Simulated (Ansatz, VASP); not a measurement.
# One calculation of TiO2, two programs

Contents of INCAR:

```
  PREC = Accurate
  ENCUT = 520
  EDIFF = 1E-6
  ISMEAR = 0
  SIGMA = 0.05
  LREAL = F
  LASPH = T
  NELM = 150
  ALGO = Normal
  ISIF = 2
  LWAVE = F
  LCHARG = F
  LMAXMIX = 4
  LDAU = T
  LDAUTYPE = 2
  LDAUL = 2 -1
  LDAUU = 4 0
  LDAUJ = 0 0
  LDAUPRINT = 1
  GGA = PE
  NBANDS = 33
```

File KPOINTS:

```
regular mesh
0
Gamma
  8 8 8
```

Contents of POSCAR:

```
TiO2
1.0
   -1.8768500000      1.8768500000      5.2811000000
    1.8768500000     -1.8768500000      5.2811000000
    1.8768500000      1.8768500000     -5.2811000000
Ti O
2 4
Direct
    0.0000000000      0.0000000000      0.0000000000
    0.7500000000      0.2500000000      0.5000000000
    0.2052277854      0.2052277854      0.0000000000
    0.9552277854      0.4552277854      0.5000000000
    0.5447722146      0.0447722146      0.5000000000
    0.7947722146      0.7947722146      0.0000000000
```

Input for Ansatz:

```yaml
crystal:
  lattice:
    - [-1.87685, 1.87685, 5.2811]
    - [1.87685, -1.87685, 5.2811]
    - [1.87685, 1.87685, -5.2811]
  atoms:
    - { symbol: Ti, position: [0.0, 0.0, 0.0] }
    - { symbol: Ti, position: [0.75, 0.25, 0.5] }
    - { symbol: O, position: [0.2052277854, 0.2052277854, 0.0] }
    - { symbol: O, position: [0.9552277854, 0.4552277854, 0.5] }
    - { symbol: O, position: [0.5447722146, 0.0447722146, 0.5] }
    - { symbol: O, position: [0.7947722146, 0.7947722146, 0.0] }
basis:
  ecutwfc: 520.0
kpoints:
  mp_grid: { grid: [8, 8, 8] }
hamiltonian:
  xc: pbe
  pseudopotentials: { kind: paw, azcp: { folder: soft_1 } }
  hubbard: { sites: [{ species: Ti, l: d, u_eff: 4.0 }] }
scf:
  occupations: { method: gaussian, width: 0.05 }
output:
  forces: true
  stress: true
  eigenvalues: true
```

Alike in both runs: task single point; functional PBE; k mesh 8 × 8 × 8; occupations gaussian, width 0.05 eV; no spin polarisation; Hubbard terms Ti d U = 4.0 eV.

|  | VASP | Ansatz |
| --- | --- | --- |
| version | VASP 6.6.1 | Ansatz 0.2.0 |
| potentials or method | VASP PAW PBE potentials, release 64 (Ti_sv, O), cutoff 520 eV | scalar-relativistic, plane waves, PAW |
| valence electrons in the cell | 48 | 48 |

VASP gave:

```
gap on the k mesh at the Fermi level (eV)                     : 2.61
least direct gap on the mesh (eV)                             : 2.99
pressure (GPa)                                                : -2.6
traceless stress, the component that is largest in VASP (GPa) : -11.07
rms of the force components (eV/Å)                            : 0.366
```

Which values does Ansatz return?

gap on the k mesh at the Fermi level (eV): 2.52; least direct gap on the mesh (eV): 2.90; pressure (GPa): -6.3; traceless stress, the component that is largest in VASP (GPa): -9.11; rms of the force components (eV/Å): 0.379.

The programs project onto different local orbitals, so the same U acts differently, and such runs can settle in different states. Atom by atom the forces differ by 0.013 eV/Å (rms over components).
